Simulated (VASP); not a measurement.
Write the native input for VASP 6.6.1 that does the following.

```
Task                   : single point
Functional             : PBE
Potentials or basis    : VASP PAW PBE potentials, release 64 (Ta_pv, Ge_d, Pt)
Cutoff                 : 520 eV
k mesh                 : 10 × 10 × 6
Occupations            : gaussian, width 0.1 eV
Spin                   : no spin polarisation
Dipole correction      : no
Further INCAR settings : ALGO = Normal; EDIFF = 1e-07; NBANDS = 48
```

The structure of TaGe4Pt lies in POSCAR:

```
TaGe4Pt
1.0
    4.7067912443     -1.5198973165     -0.0376380963
    4.7067912443      1.5198973165     -0.0376380963
   -3.7700060298      0.0000000000      7.0141686765
Ta Ge Pt
1 4 1
Direct
    0.1456522053      0.1456522053      0.1921312784
    0.3918212585      0.3918212585      0.1207555070
    0.1478789481      0.1478789481      0.5304064233
    0.8682966823      0.8682966823      0.4741016687
    0.6049449708      0.6049449708      0.8881487683
    0.8414059349      0.8414059349      0.7944563544
```

The input as run:

INCAR

```
  PREC = Accurate
  ENCUT = 520
  EDIFF = 1E-7
  ISMEAR = 0
  SIGMA = 0.1
  LREAL = False
  LASPH = True
  NELM = 80
  ALGO = Normal
  ISIF = 2
  LWAVE = False
  LCHARG = False
  GGA = PE
  NBANDS = 48
```

KPOINTS

```
Automatic mesh
0
Gamma
  10 10 6
```

Potentials or basis: VASP PAW PBE potentials, release 64 (Ta_pv, Ge_d, Pt).

The run is started by

```bash
$ cat potpaw_PBE.64/Ta_pv/POTCAR potpaw_PBE.64/Ge_d/POTCAR potpaw_PBE.64/Pt/POTCAR > POTCAR
$ mpirun -np 1 vasp_std > vasp.out
```

Results of the run:

```
Pressure               : 8.3 GPa
Largest force          : 0.018 eV/Å
Band gap on the k mesh : zero (an odd number of electrons rules out a gap without spin polarisation)
```

Caveat: the cell stands under pressure; spin-orbit coupling is left out, which moves the levels of the heavy elements.

Wall time 21 min on 1 thread of Intel(R) Xeon(R) Platinum 8488C (Sapphire Rapids), on a shared host, peak memory 0.82 GiB.
